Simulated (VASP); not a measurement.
# Zn (P6_3/mmc) in VASP: notebook

Runs on Zn. Level: RPBE. Tasks: single point.

Program: VASP 6.6.1. These are calculated values, not measurements. Logs are shortened: lines on timing, memory, paths and dates and some standing lists are left out, and cuts for length are marked.

## Step 1: The cell of the first run

It takes space group P6_3/mmc (No. 194, hexagonal). The conventional cell has a = 2.691 Å, b = 2.691 Å, c = 5.058 Å, α = 90.00°, β = 90.00°, γ = 120.00°. Within 3.5 Å of Zn (site symmetry -6m2) lie 12 Zn at 2.69 to 2.97 Å.

## Step 2: Single point, RPBE

INCAR

```
PREC = Accurate ; ENCUT = 520
EDIFF = 1E-6 ; ISMEAR = -1
SIGMA = 0.1 ; LREAL = F
LASPH = T ; NELM = 60
ALGO = Normal ; ISIF = 2
LWAVE = F ; LCHARG = F
GGA = RP ; NBANDS = 19
```

KPOINTS

```
regular mesh
0
Gamma
  22 22 10
```

POSCAR

```
Zn
1.0
    2.6913402029      0.0000000000      0.0000000000
   -1.3456701014      2.3307689859      0.0000000000
    0.0000000000      0.0000000000      5.0580293959
Zn
2
Direct
    0.3333333333      0.6666666667      0.2500000000
    0.6666666667      0.3333333333      0.7500000000
```

Potentials or basis: VASP PAW PBE potentials, release 64 (Zn).

Started as:

```console
cat potpaw_PBE.64/Zn/POTCAR > POTCAR
mpirun -np 1 vasp_std > vasp.out
```

OUTCAR:

```text
PREC = Accurate
   ENCUT = 520
   EDIFF = 1E-6
   ISMEAR = -1
   LREAL = F
   LASPH = T
   NELM = 60
   ISIF = 2
   GGA = RP

 ion  position               nearest neighbor table
   1  0.333  0.667  0.250-   2 2.97   2 2.97   2 2.97   2 2.97   2 2.97   2 2.97
   2  0.667  0.333  0.750-   1 2.97   1 2.97   1 2.97   1 2.97   1 2.97   1 2.97

  LATTYP: Found a hexagonal cell.
 ALAT       =     2.6913402029
 C/A-ratio  =     1.8793719911

  Lattice vectors:

 A1 = (   2.6913402029,   0.0000000000,   0.0000000000)
 A2 = (  -1.3456701014,   2.3307689859,   0.0000000000)
 A3 = (   0.0000000000,   0.0000000000,   5.0580293959)

Analysis of symmetry for initial positions (statically):
=====================================================================
 Subroutine PRICEL returns:
 Original cell was already a primitive cell.

 Routine SETGRP: Setting up the symmetry group for a
 hexagonal supercell.

 Subroutine GETGRP returns: Found 24 space group operations
 (whereof 12 operations were pure point group operations)
 out of a pool of 24 trial point group operations.

The static configuration has the point symmetry D_3d.
 The point group associated with its full space group is D_6h.

Analysis of symmetry for dynamics (positions and initial velocities):
=====================================================================
 Subroutine PRICEL returns:
 Original cell was already a primitive cell.

 Routine SETGRP: Setting up the symmetry group for a
 hexagonal supercell.

 Subroutine GETGRP returns: Found 24 space group operations
 (whereof 12 operations were pure point group operations)
 out of a pool of 24 trial point group operations.

The dynamic configuration has the point symmetry D_3d.
 The point group associated with its full space group is D_6h.

 Subroutine INISYM returns: Found 24 space group operations
 (whereof 12 operations are pure point group operations),
 and found     1 'primitive' translations

----------------------------------------------------------------------------------------

                                     Primitive cell

  volume of cell :      31.7285

  direct lattice vectors                    reciprocal lattice vectors
     2.691340203  0.000000000  0.000000000     0.371562093  0.214521475  0.000000000
    -1.345670101  2.330768986  0.000000000     0.000000000  0.429042949  0.000000000
     0.000000000  0.000000000  5.058029396     0.000000000  0.000000000  0.197705454

  length of vectors
     2.691340203  2.691340203  5.058029396     0.429042949  0.429042949  0.197705454

  position of ions in fractional coordinates (direct lattice)
     0.333333333  0.666666667  0.250000000
     0.666666667  0.333333333  0.750000000

  ion indices of the primitive-cell ions
   primitive index   ion index
                 1           1
                 2           2

----------------------------------------------------------------------------------------

 KPOINTS: regular mesh

Automatic generation of k-mesh.
 Grid dimensions read from file:
 generate k-points for:   22   22   10

 Generating k-lattice:

  Cartesian coordinates                     Fractional coordinates (reciprocal lattice)
     0.016889186  0.009750976  0.000000000     0.045454545  0.000000000  0.000000000
     0.000000000  0.019501952  0.000000000     0.000000000  0.045454545  0.000000000
     0.000000000  0.000000000  0.019770545     0.000000000  0.000000000  0.100000000

  Length of vectors
     0.019501952  0.019501952  0.019770545

  Shift w.r.t. Gamma in fractional coordinates (k-lattice)
     0.000000000  0.000000000  0.000000000

 Subroutine IBZKPT returns following result:
 ===========================================

 Found    312 irreducible k-points:

 Following reciprocal coordinates:
            Coordinates               Weight
  0.000000  0.000000  0.000000      1.000000
  0.045455  0.000000  0.000000      6.000000
  0.090909  0.000000  0.000000      6.000000
  0.136364  0.000000  0.000000      6.000000
  0.181818  0.000000  0.000000      6.000000
  0.227273  0.000000  0.000000      6.000000
[... 16 lines left out ...]
  0.090909  0.090909  0.000000      6.000000
  0.136364  0.090909  0.000000     12.000000
 [... further k-points ...]
   k-points           NKPTS =    312   k-points in BZ     NKDIM =    312   number of bands    NBANDS=     19
   number of dos      NEDOS =    301   number of ions     NIONS =      2
   total plane-waves  NPLWV =  16000
   dimension x,y,z NGX =    20 NGY =   20 NGZ =   40
   dimension x,y,z NGXF=    40 NGYF=   40 NGZF=   80
   ions per type =               2
   NGX,Y,Z   is equivalent  to a cutoff of  12.35, 12.35, 13.15 a.u.
   NGXF,Y,Z  is equivalent  to a cutoff of  24.71, 24.71, 26.29 a.u.
 SYSTEM =  unknown system
   PREC   = accura    normal or accurate (medium, high low for compatibility)
   ISTART =      0    job   : 0-new  1-cont  2-samecut
   ICHARG =      2    charge: 1-file 2-atom 10-const
   ISPIN  =      1    spin polarized calculation?
   LNONCOLLINEAR =      F non collinear calculations
   LSORBIT =      F    spin-orbit coupling
   LASPH  =      T    aspherical Exc in radial PAW
   ENCUT  =  520.0 eV  38.22 Ry    6.18 a.u.   5.00  5.00  9.40*2*pi/ulx,y,z
   NELM   =     60;   NELMIN=  2; NELMDL= -5     # of ELM steps
   EDIFF  = 0.1E-05   stopping-criterion for ELM
   LREAL  =      F    real-space projection
   EDIFFG = 0.1E-04   stopping-criterion for IOM
   NSW    =      0    number of steps for IOM
   IBRION =     -1    ionic relax: 0-MD 1-quasi-New 2-CG
   NFREE  =      0    steps in history (QN), initial steepest desc. (CG)
   ISIF   =      2    stress and relaxation
   ISYM   =      2    0-nonsym 1-usesym 2-fastsym
   POTIM  = 0.5000    time-step for ionic-motion
   TEBEG  =    0.0;   TEEND  =   0.0 temperature during run
   PSTRESS=    0.0 pullay stress
   NELECT =      24.0000    total number of electrons
   NUPDOWN=      -1.0000    fix difference up-down
   EMIN   =  10.00;   EMAX   =-10.00  energy-range for DOS
   EFERMI =   0.00;   METHOD = LEGACY
   ISMEAR =    -1;   SIGMA  =   0.10  broadening in eV -4-tet -1-fermi 0-gaus
   EFERMI_NEDOS =   21; number of points for ismear=-14 and -15
   IALGO  =     38    algorithm
   IMIX   =      4    mixing-type and parameters
     AMIX     =   0.40;   BMIX     =  1.00
     AMIX_MAG =   1.60;   BMIX_MAG =  1.00
  volume/ion in A,a.u.               =      15.86       107.06
  Fermi-wavevector in a.u.,A,eV,Ry     =   1.491634  2.818779 30.272569  2.224971
  Thomas-Fermi vector in A             =   2.604264
   LORBIT       =      0    0 simple, 1 ext, 2 COOP (PROOUT), +10 PAW based schemes
   GGA     = RP    functional components
   LHFCALC =     F    Hartree Fock is set to
   AEXX    =    0.0000 exact exchange contribution
   IVDW    =     0    specifies the selected vdW correction
   LEPSILON=     F    determine dielectric tensor
   LRPA    =     F    only Hartree local field effects (RPA)
 non-spin polarized calculation
  energy-cutoff  :      520.00
  volume of cell :       31.73
 maximum number of plane-waves:       876
 NGX is ok and might be reduce to    20
   NGX =  9   NGY =  9   NGZ = 19

 number of electron      23.9999990 magnetization

 Free energy of the ion-electron system (eV)
  ---------------------------------------------------
  ext. energy  EPLUGINS =         0.00000000
  ---------------------------------------------------
  free energy    TOTEN  =        -1.49339137 eV

  energy without entropy =       -1.47888938  energy(sigma->0) =       -1.48614037

 E-fermi :   2.9385     XC(G=0): -11.1974

 val. band max:        2.9237431239   @ k =   0.3636   0.0455   0.0000
 cond. band min:       2.9561954683   @ k =   0.4091   0.0000   0.0000
 fundamental gap:      0.0324523444
 Fermi energy:         2.9385441911

 k-point     1 :       0.0000    0.0000    0.0000
  band No.  band energies     occupation
      1      -7.1018      2.00000
      2      -5.4728      2.00000
      3      -4.8374      2.00000
      4      -4.6102      2.00000
      5      -4.6102      2.00000
      6      -4.5671      2.00000
[... 11 lines left out ...]
     18      21.7421      0.00000
     19      21.7421      0.00000

 k-point     2 :       0.0455    0.0000    0.0000
  band No.  band energies     occupation
      1      -7.0415      2.00000
      2      -5.4470      2.00000
      3      -4.8310      2.00000
      4      -4.6163      2.00000
      5      -4.5965      2.00000
      6      -4.5736      2.00000
[... 11 lines left out ...]
     18      20.9953      0.00000
     19      22.3578      0.00000

 k-point     3 :       0.0909    0.0000    0.0000
  band No.  band energies     occupation
      1      -6.8622      2.00000
      2      -5.3742      2.00000
      3      -4.8142      2.00000
      4      -4.6319      2.00000
      5      -4.5896      2.00000
      6      -4.5565      2.00000
[... 11 lines left out ...]
     18      20.4007      0.00000
     19      22.1815      0.00000

 k-point     4 :       0.1364    0.0000    0.0000
  band No.  band energies     occupation
      1      -6.5693      2.00000
      2      -5.2695      2.00000
      3      -4.7949      2.00000
      4      -4.6513      2.00000
      5      -4.5980      2.00000
      6      -4.4927      2.00000
[... 11 lines left out ...]
     18      19.6227      0.00000
     19      20.9153      0.00000

 k-point     5 :       0.1818    0.0000    0.0000
  band No.  band energies     occupation
      1      -6.1781      2.00000
      2      -5.1637      2.00000
      3      -4.7773      2.00000
      4      -4.6711      2.00000
      5      -4.5625      2.00000
      6      -4.5160      2.00000
[... 11 lines left out ...]
     18      18.8165      0.00000
     19      19.3288      0.00000
[... 334 lines left out ...]
      2      -5.1769      2.00000
      3      -5.0270      2.00000
      4      -4.6105      2.00000
      5      -4.4821      2.00000
      6      -4.4604      2.00000
[... 11 lines left out ...]
     18      17.5802      0.00000
     19      17.8783      0.00000

 k-point    22 :       0.4545    0.0455    0.0000
  band No.  band energies     occupation
      1      -5.2768      2.00000
      2      -5.1897      2.00000
      3      -5.0493      2.00000
      4      -4.6254      2.00000
      5      -4.4692      2.00000
      6      -4.4611      2.00000
[... 11 lines left out ...]
     18      17.4360      0.00000
     19      17.7944      0.00000

 k-point    23 :       0.0909    0.0909    0.0000
  band No.  band energies     occupation
      1      -6.3967      2.00000
      2      -5.2098      2.00000
      3      -4.7915      2.00000
      4      -4.6523      2.00000
      5      -4.6353      2.00000
      6      -4.4455      2.00000
[... 11 lines left out ...]
     18      20.0869      0.00000
     19      21.1094      0.00000

 k-point    24 :       0.1364    0.0909    0.0000
  band No.  band energies     occupation
      1      -6.0121      2.00000
      2      -5.1039      2.00000
      3      -4.7953      2.00000
      4      -4.6721      2.00000
      5      -4.6208      2.00000
      6      -4.5460      2.00000
[... 11 lines left out ...]
     18      19.0098      0.00000
     19      19.4714      0.00000

 [... further k-points ...]
[... 5 lines left out ...]
  --------------------------------------------------------------------------------------
  -------------------------------------------------------------------------------------
  Total        0.0662287      0.0662287      0.1196114      0.0000000      0.0000000      0.0000000
  in kB        3.3443209      3.3443209      6.0399569      0.0000000      0.0000000      0.0000000
  external PRESSURE =       4.2428662 kB  Pullay stress =       0.0000000 kB

 VOLUME and BASIS-vectors are now :
 -----------------------------------------------------------------------------
  energy-cutoff  :      520.00
  volume of cell :       31.73
      direct lattice vectors                 reciprocal lattice vectors
     2.691340203  0.000000000  0.000000000     0.371562093  0.214521475  0.000000000
    -1.345670101  2.330768986  0.000000000     0.000000000  0.429042949  0.000000000
     0.000000000  0.000000000  5.058029396     0.000000000  0.000000000  0.197705454

 POSITION                                       TOTAL-FORCE (eV/Angst)
 -----------------------------------------------------------------------------------
     -0.00000      1.55385      1.26451         0.000000     -0.000000      0.000000
      1.34567      0.77692      3.79352        -0.000000      0.000000      0.000000
 -----------------------------------------------------------------------------------
    total drift:                               -0.000000      0.000000      0.000000

  FREE ENERGIE OF THE ION-ELECTRON SYSTEM (eV)
  ---------------------------------------------------
  free  energy   TOTEN  =        -1.4933913698 eV

  energy  without entropy=       -1.4788893754  energy(sigma->0) =       -1.48614037
```

Wall time 89 s (1 thread of Intel Xeon Platinum 8375C at 2.90GHz (Ice Lake), shared host); peak memory 0.26 GiB.

Results:

```
Free energy            : -1.4934 eV
Pressure               : 0.4 GPa
Band gap on the k mesh : zero (band 12 reaches 4.68 eV, above the bottom of band 13 at -0.21 eV)
```

Stress tensor (GPa, compression positive):
```
0.33 0.00 0.00
0.00 0.33 0.00
0.00 0.00 0.60
```

Levels at points of the mesh, in eV from the Fermi level:
| k point | band 10 | band 11 | band 12 | band 13 | band 14 | band 15 |
| --- | --- | --- | --- | --- | --- | --- |
| (0.00, 0.00, 0.00) | -7.01 | -7.01 | -3.47 | -3.15 | 12.91 | 16.49 |
| (0.50, 0.00, 0.00) | -6.81 | -2.65 | -2.04 | 2.50 | 3.54 | 3.85 |
| (0.00, 0.00, 0.50) | -7.09 | -7.09 | -7.09 | 4.27 | 4.27 | 18.44 |
| (0.50, 0.00, 0.50) | -6.82 | -1.70 | -1.70 | 0.13 | 0.13 | 9.77 |

Caveat: the PAW data sets were made with another functional, which shifts forces and pressure a little.

## Step 3: Single point, RPBE (volume scaled by 1.04)

INCAR

```
SYSTEM = Zn
  ALGO = Normal
  EDIFF = 1E-6
  ENCUT = 520
  GGA = RP
  ISIF = 2
  ISMEAR = -1
  LASPH = .TRUE.
  LCHARG = .FALSE.
  LREAL = .FALSE.
  LWAVE = .FALSE.
  NBANDS = 19
  NELM = 60
  PREC = Accurate
  SIGMA = 0.1
```

KPOINTS

```
k-points
0
G
  22 22 10
  0 0 0
```

POSCAR

```
Zn
1.0
    2.7267566354      0.0000000000      0.0000000000
   -1.3633783177      2.3614405162      0.0000000000
    0.0000000000      0.0000000000      5.1245900472
Zn
2
Direct
    0.3333333333      0.6666666667      0.2500000000
    0.6666666667      0.3333333333      0.7500000000
```

Potentials or basis: VASP PAW PBE potentials, release 64 (Zn).

Started as:

```console
cat potpaw_PBE.64/Zn/POTCAR > POTCAR
mpirun -np 1 vasp_std > vasp.out
```

It took 82 s on 1 thread of Intel Xeon Platinum 8375C at 2.90GHz (Ice Lake), shared host; peak memory 0.27 GiB.

It converged, with:

```yaml
Free_energy: -1.4868 eV
Pressure: -1.8 GPa
Band_gap_on_the_k_mesh: zero (band 12 reaches 4.40 eV, above the bottom of band 13 at -0.49 eV)
```

Stress tensor (GPa, compression positive):
```
-2.25  0.00  0.00
 0.00 -2.25  0.00
 0.00  0.00 -1.04
```

Levels at points of the mesh, in eV from the Fermi level:
| k point | band 8 | band 9 | band 10 | band 11 | band 12 | band 13 | band 14 | band 15 | band 16 | band 17 |
| --- | --- | --- | --- | --- | --- | --- | --- | --- | --- | --- |
| (0.00, 0.00, 0.00) | -7.13 | -7.13 | -6.97 | -6.97 | -3.29 | -3.18 | 12.57 | 16.10 | 16.71 | 16.71 |
| (0.50, 0.00, 0.00) | -6.98 | -6.80 | -6.78 | -2.54 | -2.03 | 2.40 | 3.49 | 3.62 | 5.49 | 9.85 |
| (0.00, 0.00, 0.50) | -7.33 | -7.04 | -7.04 | -7.04 | -7.04 | 4.15 | 4.15 | 17.87 | 17.87 | 17.87 |
| (0.50, 0.00, 0.50) | -6.99 | -6.79 | -6.79 | -1.60 | -1.60 | 0.03 | 0.03 | 9.51 | 9.51 | 11.49 |

Caveat: the PAW data sets were made with another functional, which shifts forces and pressure a little.
